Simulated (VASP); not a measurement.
A run of VASP 6.6.1:

INCAR

```
PREC = Accurate
ENCUT = 520
EDIFF = 1E-6
ISMEAR = 0
SIGMA = 0.1
LREAL = False
LASPH = True
NELM = 80
ALGO = Normal
ISIF = 2
LWAVE = False
LCHARG = True
GGA = PE
LELF = True
LVHAR = True
NBANDS = 42
```

KPOINTS

```
regular mesh
0
Gamma
  12 12 4
```

POSCAR

```
Ta3TiN4
1.0
    3.0436228909     -0.0000000299      0.0000000000
   -1.5218114195      2.6358547580      0.0000000000
    0.0000000000      0.0000000000     11.7042626228
Ti Ta N
1 3 4
Direct
    0.0000000000      0.0000000000      0.5000000000
    0.0000000000      0.0000000000      0.0000000000
    0.0000000000      0.0000000000      0.2542304882
    0.0000000000      0.0000000000      0.7457695118
    0.6666666667      0.3333333333      0.8740677971
    0.6666666667      0.3333333333      0.1259322029
    0.6666666667      0.3333333333      0.3749230892
    0.6666666667      0.3333333333      0.6250769108
```

Potentials or basis: VASP PAW PBE potentials, release 64 (Ti_sv, Ta_pv, N).

Run with:

```bash
$ cat potpaw_PBE.64/Ti_sv/POTCAR potpaw_PBE.64/Ta_pv/POTCAR potpaw_PBE.64/N/POTCAR > POTCAR
$ mpirun -np 1 vasp_std > vasp.out
```

Hardware: 1 thread of Intel(R) Xeon(R) Platinum 8259CL CPU @ 2.50GHz (Skylake/Cascade Lake), with other jobs on the host.

Estimate the wall time of this run.

It took 5.7 min on 1 thread of Intel(R) Xeon(R) Platinum 8259CL CPU @ 2.50GHz (Skylake/Cascade Lake), on a shared host, peak memory 0.35 GiB. Counts: scf iterations 18, k points 57.
